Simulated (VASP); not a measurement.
Here is a VASP 6.6.1 calculation.

File INCAR:

```
SYSTEM = GaN
  PREC = Accurate
  ENCUT = 600
  EDIFF = 1E-6
  ISMEAR = 0
  SIGMA = 0.01
  LREAL = .False.
  LASPH = .True.
  NELM = 120
  ALGO = Normal
  ISIF = 2
  LWAVE = .False.
  LCHARG = .False.
  GGA = PE
  NBANDS = 16
  GGA_COMPAT = .False.
```

KPOINTS

```
regular mesh
0
Gamma
  6 6 6
  0 0 0
```

File POSCAR:

```
GaN
1.0
    0.0000000000      2.2675000000      2.2675000000
    2.2675000000      0.0000000000      2.2675000000
    2.2675000000      2.2675000000      0.0000000000
Ga N
1 1
Direct
    0.0000000000      0.0000000000      0.0000000000
    0.2500000000      0.2500000000      0.2500000000
```

Potentials or basis: VASP PAW PBE potentials, release 64 (Ga_d, N).

The run is started by

```bash
$ cat potpaw_PBE.64/Ga_d/POTCAR potpaw_PBE.64/N/POTCAR > POTCAR
$ mpirun -np 1 vasp_std > vasp.out
```

Q: Predict the band gap on the k mesh.

A: 1.60 eV, direct.

Q: Predict the pressure.

A: 1.5 GPa.
